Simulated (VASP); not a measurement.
# Hf5C4 in VASP: further runs

Hf5C4 is run at these levels: PBE; tasks: single point.

Program: VASP 6.6.1. These are calculated values, not measurements. Logs are shortened: lines on timing, memory, paths and dates and some standing lists are left out, and cuts for length are marked.

## (1) The cell of the first run

The cell holds a slab with vacuum, 9 atoms: a = 3.289 Å, b = 3.289 Å, c = 25.742 Å, α = 90.00°, β = 90.00°, γ = 120.00°.

## (2) Single point, PBE

INCAR reads:

```
SYSTEM = Hf5C4
PREC = Accurate
ENCUT = 520
EDIFF = 1E-6
ISMEAR = 0
SIGMA = 0.1
LREAL = .False.
LASPH = .True.
NELM = 100
ALGO = Normal
ISIF = 2
LWAVE = .False.
LCHARG = .False.
LDIPOL = .True.
IDIPOL = 3
DIPOL = 0.5 0.5 0.500
GGA = PE
NBANDS = 43
```

KPOINTS reads:

```
regular mesh
0
Gamma
  12 12 1
  0 0 0
```

POSCAR reads:

```
Hf5C4
1.0
    3.2891025626      0.0000000000      0.0000000000
   -1.6445512813      2.8484463749      0.0000000000
    0.0000000000      0.0000000000     25.7421639869
Hf C
5 4
Direct
    0.3333333333      0.6666666667      0.2913507972
    0.0000000000      0.0000000000      0.3956753986
    0.6666666667      0.3333333333      0.5000000000
    0.3333333333      0.6666666667      0.6043246014
    0.0000000000      0.0000000000      0.7086492028
    0.6666666667      0.3333333333      0.3435130979
    0.3333333333      0.6666666667      0.4478376993
    0.0000000000      0.0000000000      0.5521623007
    0.6666666667      0.3333333333      0.6564869021
```

Potentials or basis: VASP PAW PBE potentials, release 64 (Hf_pv, C).

The run is started by

```bash
cat potpaw_PBE.64/Hf_pv/POTCAR potpaw_PBE.64/C/POTCAR > POTCAR
mpirun -np 1 vasp_std > vasp.out
```

OUTCAR:

```text
SYSTEM = Hf5C4
   PREC = Accurate
   ENCUT = 520
   EDIFF = 1E-6
   ISMEAR = 0
   LREAL = .False.
   LASPH = .True.
   NELM = 100
   ISIF = 2
   GGA = PE

 ion  position               nearest neighbor table
   1  0.333  0.667  0.291-   6 2.33   6 2.33   6 2.33   2 3.29   2 3.29   2 3.29
   2  0.000  0.000  0.396-   6 2.33   7 2.33   6 2.33   7 2.33   6 2.33   7 2.33   1 3.29   3 3.29
                             1 3.29   3 3.29   1 3.29   3 3.29
   3  0.667  0.333  0.500-   7 2.33   8 2.33   7 2.33   8 2.33   8 2.33   7 2.33   4 3.29   2 3.29
                             4 3.29   2 3.29   2 3.29   4 3.29
   4  0.333  0.667  0.604-   9 2.33   8 2.33   9 2.33   8 2.33   8 2.33   9 2.33   5 3.29   3 3.29
                             3 3.29   5 3.29   5 3.29   3 3.29
   5  0.000  0.000  0.709-   9 2.33   9 2.33   9 2.33   4 3.29   4 3.29   4 3.29
   6  0.667  0.333  0.344-   1 2.33   2 2.33   1 2.33   2 2.33   2 2.33   1 2.33
   7  0.333  0.667  0.448-   3 2.33   2 2.33   3 2.33   2 2.33   2 2.33   3 2.33
   8  0.000  0.000  0.552-   3 2.33   4 2.33   3 2.33   4 2.33   3 2.33   4 2.33
   9  0.667  0.333  0.656-   4 2.33   5 2.33   4 2.33   5 2.33   5 2.33   4 2.33

  LATTYP: Found a hexagonal cell.
 ALAT       =     3.2891025626
 C/A-ratio  =     7.8265008454

  Lattice vectors:

 A1 = (   3.2891025626,   0.0000000000,   0.0000000000)
 A2 = (  -1.6445512813,   2.8484463749,   0.0000000000)
 A3 = (   0.0000000000,   0.0000000000,  25.7421639869)

Analysis of symmetry for initial positions (statically):
=====================================================================
 Subroutine PRICEL returns:
 Original cell was already a primitive cell.

 Routine SETGRP: Setting up the symmetry group for a
 hexagonal supercell.

 Subroutine GETGRP returns: Found 12 space group operations
 (whereof  6 operations were pure point group operations)
 out of a pool of 24 trial point group operations.

The static configuration has the point symmetry C_3v.
 The point group associated with its full space group is D_3d.

Analysis of symmetry for dynamics (positions and initial velocities):
=====================================================================
 Subroutine PRICEL returns:
 Original cell was already a primitive cell.

 Routine SETGRP: Setting up the symmetry group for a
 hexagonal supercell.

 Subroutine GETGRP returns: Found 12 space group operations
 (whereof  6 operations were pure point group operations)
 out of a pool of 24 trial point group operations.

The dynamic configuration has the point symmetry C_3v.
 The point group associated with its full space group is D_3d.

 Subroutine INISYM returns: Found 12 space group operations
 (whereof  6 operations are pure point group operations),
 and found     1 'primitive' translations

----------------------------------------------------------------------------------------

                                     Primitive cell

  volume of cell :     241.1740

  direct lattice vectors                    reciprocal lattice vectors
     3.289102563  0.000000000  0.000000000     0.304034301  0.175534286  0.000000000
    -1.644551281  2.848446375  0.000000000     0.000000000  0.351068572  0.000000000
     0.000000000  0.000000000 25.742163987     0.000000000  0.000000000  0.038846773

  length of vectors
     3.289102563  3.289102563 25.742163987     0.351068572  0.351068572  0.038846773

  position of ions in fractional coordinates (direct lattice)
     0.333333333  0.666666667  0.291350797
     0.000000000  0.000000000  0.395675399
     0.666666667  0.333333333  0.500000000
     0.333333333  0.666666667  0.604324601
     0.000000000  0.000000000  0.708649203
     0.666666667  0.333333333  0.343513098
     0.333333333  0.666666667  0.447837699
     0.000000000  0.000000000  0.552162301
     0.666666667  0.333333333  0.656486902

  ion indices of the primitive-cell ions
   primitive index   ion index
                 1           1
                 2           2
                 3           3
                 4           4
                 5           5
                 6           6
                 7           7
                 8           8
                 9           9

----------------------------------------------------------------------------------------

 KPOINTS: regular mesh

Automatic generation of k-mesh.
 Grid dimensions read from file:
 generate k-points for:   12   12    1

 Generating k-lattice:

  Cartesian coordinates                     Fractional coordinates (reciprocal lattice)
     0.025336192  0.014627857  0.000000000     0.083333333  0.000000000  0.000000000
     0.000000000  0.029255714  0.000000000     0.000000000  0.083333333  0.000000000
     0.000000000  0.000000000  0.038846773     0.000000000  0.000000000  1.000000000

  Length of vectors
     0.029255714  0.029255714  0.038846773

  Shift w.r.t. Gamma in fractional coordinates (k-lattice)
     0.000000000  0.000000000  0.000000000

 Subroutine IBZKPT returns following result:
 ===========================================

 Found     19 irreducible k-points:

 Following reciprocal coordinates:
            Coordinates               Weight
  0.000000  0.000000  0.000000      1.000000
  0.083333  0.000000  0.000000      6.000000
  0.166667  0.000000  0.000000      6.000000
  0.250000  0.000000  0.000000      6.000000
  0.333333  0.000000  0.000000      6.000000
  0.416667  0.000000  0.000000      6.000000
[... 11 lines left out ...]
  0.333333  0.250000  0.000000     12.000000
  0.333333  0.333333  0.000000      2.000000
   k-points           NKPTS =     19   k-points in BZ     NKDIM =     19   number of bands    NBANDS=     43
   number of dos      NEDOS =    301   number of ions     NIONS =      9
   total plane-waves  NPLWV = 110592
   dimension x,y,z NGX =    24 NGY =   24 NGZ =  192
   dimension x,y,z NGXF=    48 NGYF=   48 NGZF=  384
   ions per type =               5   4
   NGX,Y,Z   is equivalent  to a cutoff of  12.13, 12.13, 12.40 a.u.
   NGXF,Y,Z  is equivalent  to a cutoff of  24.26, 24.26, 24.80 a.u.
 SYSTEM =  Hf5C4
   PREC   = accura    normal or accurate (medium, high low for compatibility)
   ISTART =      0    job   : 0-new  1-cont  2-samecut
   ICHARG =      2    charge: 1-file 2-atom 10-const
   ISPIN  =      1    spin polarized calculation?
   LNONCOLLINEAR =      F non collinear calculations
   LSORBIT =      F    spin-orbit coupling
   LASPH  =      T    aspherical Exc in radial PAW
   ENCUT  =  520.0 eV  38.22 Ry    6.18 a.u.   6.12  6.12 47.86*2*pi/ulx,y,z
   NELM   =    100;   NELMIN=  2; NELMDL= -5     # of ELM steps
   EDIFF  = 0.1E-05   stopping-criterion for ELM
   LREAL  =      F    real-space projection
   EDIFFG = 0.1E-04   stopping-criterion for IOM
   NSW    =      0    number of steps for IOM
   IBRION =     -1    ionic relax: 0-MD 1-quasi-New 2-CG
   NFREE  =      0    steps in history (QN), initial steepest desc. (CG)
   ISIF   =      2    stress and relaxation
   ISYM   =      2    0-nonsym 1-usesym 2-fastsym
   POTIM  = 0.5000    time-step for ionic-motion
   TEBEG  =    0.0;   TEEND  =   0.0 temperature during run
   PSTRESS=    0.0 pullay stress
   NELECT =      66.0000    total number of electrons
   NUPDOWN=      -1.0000    fix difference up-down
   EMIN   =  10.00;   EMAX   =-10.00  energy-range for DOS
   EFERMI =   0.00;   METHOD = LEGACY
   ISMEAR =     0;   SIGMA  =   0.10  broadening in eV -4-tet -1-fermi 0-gaus
   EFERMI_NEDOS =   21; number of points for ismear=-14 and -15
   IALGO  =     38    algorithm
   IMIX   =      4    mixing-type and parameters
     AMIX     =   0.40;   BMIX     =  1.00
     AMIX_MAG =   1.60;   BMIX_MAG =  1.00
  volume/ion in A,a.u.               =      26.80       180.84
  Fermi-wavevector in a.u.,A,eV,Ry     =   1.062868  2.008529 15.370342  1.129688
  Thomas-Fermi vector in A             =   2.198333
   LORBIT       =      0    0 simple, 1 ext, 2 COOP (PROOUT), +10 PAW based schemes
   GGA     = PE    functional components
   LHFCALC =     F    Hartree Fock is set to
   AEXX    =    0.0000 exact exchange contribution
   IVDW    =     0    specifies the selected vdW correction
   LEPSILON=     F    determine dielectric tensor
   LRPA    =     F    only Hartree local field effects (RPA)
 non-spin polarized calculation
 Gauss-broadening in eV      SIGMA  =   0.10
  energy-cutoff  :      520.00
  volume of cell :      241.17
 maximum number of plane-waves:      6552
   NGX = 13   NGY = 13   NGZ = 95

 dipolmoment           0.000000      0.000000      0.000000 electrons x Angstroem

 number of electron      65.9999993 magnetization

 dipolmoment           0.000000      0.000000     -0.000000 electrons x Angstroem

 Free energy of the ion-electron system (eV)
  ---------------------------------------------------
  ext. energy  EPLUGINS =         0.00000000
  ---------------------------------------------------
  free energy    TOTEN  =       -91.80624043 eV

  energy without entropy =      -91.78144705  energy(sigma->0) =      -91.79384374

 E-fermi :   0.9580     XC(G=0):  -7.0557

 val. band max:        0.9571517929   @ k =   0.4167   0.0000   0.0000
 cond. band min:       0.9586895934   @ k =   0.3333   0.3333   0.0000
 fundamental gap:      0.0015378005
 Fermi energy:         0.9580012388

 k-point     1 :       0.0000    0.0000    0.0000
  band No.  band energies     occupation
      1     -30.1776      2.00000
      2     -30.1768      2.00000
      3     -29.7167      2.00000
      4     -29.7167      2.00000
      5     -29.7167      2.00000
      6     -29.7167      2.00000
[... 35 lines left out ...]
     42       3.6658      0.00000
     43       4.0875      0.00000
[... 787 lines left out ...]
      3     -30.0441      2.00000
      4     -30.0440      2.00000
      5     -30.0225      2.00000
      6     -30.0225      2.00000
[... 35 lines left out ...]
     42       4.6630      0.00000
     43       5.3860      0.00000

------------------------ aborting loop because EDIFF is reached ----------------------------------------

 vacuum level on the upper side and lower side of the slab       (xc-potential included)        -0.389        -0.389

  FORCE on cell =-STRESS in cart. coord.  units (eV):
  Direction    XX          YY          ZZ          XY          YZ          ZX
  --------------------------------------------------------------------------------------
  -------------------------------------------------------------------------------------
  Total       -3.4534585     -3.4534585     -5.6586423      0.0000000      0.0000000      0.0000000
  in kB      -22.9421604    -22.9421604    -37.5917294      0.0000000      0.0000000      0.0000000
  external PRESSURE =     -27.8253501 kB  Pullay stress =       0.0000000 kB

 VOLUME and BASIS-vectors are now :
 -----------------------------------------------------------------------------
  energy-cutoff  :      520.00
  volume of cell :      241.17
      direct lattice vectors                 reciprocal lattice vectors
     3.289102563  0.000000000  0.000000000     0.304034301  0.175534286  0.000000000
    -1.644551281  2.848446375  0.000000000     0.000000000  0.351068572  0.000000000
     0.000000000  0.000000000 25.742163987     0.000000000  0.000000000  0.038846773

 POSITION                                       TOTAL-FORCE (eV/Angst)
 -----------------------------------------------------------------------------------
     -0.00000      1.89896      7.50000         0.000000     -0.000000      1.500229
      0.00000      0.00000     10.18554         0.000000     -0.000000      0.649539
      1.64455      0.94948     12.87108         0.000000      0.000000     -0.000000
     -0.00000      1.89896     15.55662        -0.000000      0.000000     -0.649539
      0.00000      0.00000     18.24216        -0.000000      0.000000     -1.500229
      1.64455      0.94948      8.84277        -0.000000      0.000000     -1.657279
     -0.00000      1.89896     11.52831         0.000000     -0.000000     -0.228961
      0.00000      0.00000     14.21385        -0.000000      0.000000      0.228961
      1.64455      0.94948     16.89939         0.000000     -0.000000      1.657279
 -----------------------------------------------------------------------------------
    total drift:                               -0.000000      0.000000      0.000000

  FREE ENERGIE OF THE ION-ELECTRON SYSTEM (eV)
  ---------------------------------------------------
  free  energy   TOTEN  =       -91.8062404316 eV

  energy  without entropy=      -91.7814470542  energy(sigma->0) =      -91.79384374

 vacuum level on the upper side and lower side of the slab         5.194         5.194
```

Run time: 6.7 min. Hardware: 1 thread of Intel Xeon 6975P-C, shared host; peak memory 0.42 GiB.

What came out:

```yaml
Free_energy: -91.8062 eV
Largest_force: 1.657 eV/Å
Band_gap_on_the_k_mesh: zero (band 33 reaches 1.14 eV, above the bottom of band 34 at 0.57 eV)
```

Forces on the atoms (eV/Å):
```
Hf   0.000  0.000  1.500
Hf   0.000  0.000  0.650
Hf   0.000  0.000  0.000
Hf   0.000  0.000 -0.650
Hf   0.000  0.000 -1.500
C    0.000  0.000 -1.657
C    0.000  0.000 -0.229
C    0.000  0.000  0.229
C    0.000  0.000  1.657
```

Levels at points of the mesh, in eV from the Fermi level:
| k point | band 31 | band 32 | band 33 | band 34 | band 35 | band 36 |
| --- | --- | --- | --- | --- | --- | --- |
| (0.00, 0.00, 0.00) | -0.25 | -0.25 | -0.24 | 0.82 | 1.28 | 1.28 |
| (0.50, 0.00, 0.00) | -1.73 | -0.71 | 0.15 | 0.37 | 0.40 | 1.27 |

Caveat: spin-orbit coupling is left out, which moves the levels of the heavy elements.

## (3) Single point, PBE

INCAR reads:

```
PREC     = Accurate       # precision mode
ENCUT    = 520            # plane-wave cutoff, eV
EDIFF    = 1E-6           # SCF threshold, eV
ISMEAR   = 0              # smearing method
SIGMA    = 0.1            # smearing width, eV
LREAL    = F              # projectors in reciprocal space
LASPH    = T              # aspherical terms in the spheres
NELM     = 60             # most SCF steps
ALGO     = Normal         # electronic algorithm
ISIF     = 2              # what is computed and relaxed
LWAVE    = F              # write WAVECAR
LCHARG   = T              # write CHGCAR
LDIPOL   = T            
IDIPOL   = 3            
DIPOL    = 0.5 0.5 0.500
GGA      = PE             # functional
LELF     = T              # ELF
LVHAR    = T            
LVACPOTAV= T            
NBANDS   = 43             # bands
```

KPOINTS reads:

```
regular mesh
0
Gamma
  12 12 1
```

POSCAR reads:

```
Hf5C4
1.0
    3.2891025626      0.0000000000      0.0000000000
   -1.6445512813      2.8484463749      0.0000000000
    0.0000000000      0.0000000000     25.7421639869
Hf C
5 4
Direct
    0.3333333333      0.6666666667      0.2968193795
    0.0000000000      0.0000000000      0.3983952510
    0.6666666667      0.3333333333      0.5000000003
    0.3333333333      0.6666666667      0.6016047511
    0.0000000000      0.0000000000      0.7031806219
    0.6666666667      0.3333333333      0.3408224584
    0.3333333333      0.6666666667      0.4475315372
    0.0000000000      0.0000000000      0.5524684620
    0.6666666667      0.3333333333      0.6591775386
```

Potentials or basis: VASP PAW PBE potentials, release 64 (Hf_pv, C).

The run is started by

```bash
cat potpaw_PBE.64/Hf_pv/POTCAR potpaw_PBE.64/C/POTCAR > POTCAR
mpirun -np 1 vasp_std > vasp.out
```

OUTCAR:

```text
PREC = Accurate
   ENCUT = 520
   EDIFF = 1E-6
   ISMEAR = 0
   LREAL = F
   LASPH = T
   NELM = 60
   ISIF = 2
   GGA = PE

 ion  position               nearest neighbor table
   1  0.333  0.667  0.297-   6 2.21   6 2.21   6 2.21   2 3.23   2 3.23   2 3.23
   2  0.000  0.000  0.398-   7 2.28   7 2.28   7 2.28   6 2.41   6 2.41   6 2.41   1 3.23   1 3.23
                             1 3.23   3 3.23   3 3.23   3 3.23
   3  0.667  0.333  0.500-   8 2.33   8 2.33   8 2.33   7 2.33   7 2.33   7 2.33   2 3.23   2 3.23
                             2 3.23   4 3.23   4 3.23   4 3.23
   4  0.333  0.667  0.602-   8 2.28   8 2.28   8 2.28   9 2.41   9 2.41   9 2.41   5 3.23   5 3.23
                             5 3.23   3 3.23   3 3.23   3 3.23
[... 1094 lines left out ...]
 -----------------------------------------------------------------------------
  energy-cutoff  :      520.00
  volume of cell :      241.17
      direct lattice vectors                 reciprocal lattice vectors
     3.289102563  0.000000000  0.000000000     0.304034301  0.175534286  0.000000000
    -1.644551281  2.848446375  0.000000000     0.000000000  0.351068572  0.000000000
     0.000000000  0.000000000 25.742163987     0.000000000  0.000000000  0.038846773

 POSITION                                       TOTAL-FORCE (eV/Angst)
 -----------------------------------------------------------------------------------
     -0.00000      1.89896      7.64077        -0.000000      0.000000      0.063780
      0.00000      0.00000     10.25556         0.000000      0.000000     -0.017094
      1.64455      0.94948     12.87108        -0.000000      0.000000     -0.000000
     -0.00000      1.89896     15.48661        -0.000000     -0.000000      0.017094
      0.00000      0.00000     18.10139         0.000000     -0.000000     -0.063780
      1.64455      0.94948      8.77351         0.000000     -0.000000     -0.016307
     -0.00000      1.89896     11.52043         0.000000      0.000000      0.005797
      0.00000      0.00000     14.22173        -0.000000      0.000000     -0.005797
      1.64455      0.94948     16.96866        -0.000000      0.000000      0.016307
 -----------------------------------------------------------------------------------
    total drift:                               -0.000000      0.000000     -0.000027

  FREE ENERGIE OF THE ION-ELECTRON SYSTEM (eV)
  ---------------------------------------------------
  free  energy   TOTEN  =       -92.2021621146 eV

  energy  without entropy=      -92.1702415004  energy(sigma->0) =      -92.18620181

 vacuum level on the upper side and lower side of the slab         5.602         5.602
```

stdout:

```text
POSCAR found type information on POSCAR HfC
 POSCAR found :  2 types and       9 ions
 scaLAPACK will be used
 LDA part: xc-table for (Slater+PW92), standard interpolation
 POSCAR, INCAR and KPOINTS ok, starting setup
 FFT: planning ... GRIDC
 FFT: planning ... GRID_SOFT
 FFT: planning ... GRID
 WAVECAR not read
 entering main loop
 -----------------------------------------------------------------------------
|                                                                             |
|           W    W    AA    RRRRR   N    N  II  N    N   GGGG   !!!           |
|           W    W   A  A   R    R  NN   N  II  NN   N  G    G  !!!           |
|           W    W  A    A  R    R  N N  N  II  N N  N  G       !!!           |
|           W WW W  AAAAAA  RRRRR   N  N N  II  N  N N  G  GGG   !            |
|           WW  WW  A    A  R   R   N   NN  II  N   NN  G    G                |
|           W    W  A    A  R    R  N    N  II  N    N   GGGG   !!!           |
|                                                                             |
|     Did not find any points to average over, which means that no vacuum     |
|     field-free region was found. Please increase the size of  your cell     |
|     in the dimension of the dipole correction to obtain accurate            |
|     workfunction values.                                                    |
|                                                                             |
 -----------------------------------------------------------------------------
```

It took 6.6 min on 1 thread of Intel Xeon 6975P-C, shared host; peak memory 0.42 GiB.

Results:

```yaml
Free_energy: -92.2022 eV
Largest_force: 0.064 eV/Å
Band_gap_on_the_k_mesh: zero (band 33 reaches 1.29 eV, above the bottom of band 34 at 0.57 eV)
```

Forces on the atoms (eV/Å):
```
Hf   0.000  0.000  0.064
Hf   0.000  0.000 -0.017
Hf   0.000  0.000  0.000
Hf   0.000  0.000  0.017
Hf   0.000  0.000 -0.064
C    0.000  0.000 -0.016
C    0.000  0.000  0.006
C    0.000  0.000 -0.006
C    0.000  0.000  0.016
```

Caveat: spin-orbit coupling is left out, which moves the levels of the heavy elements.
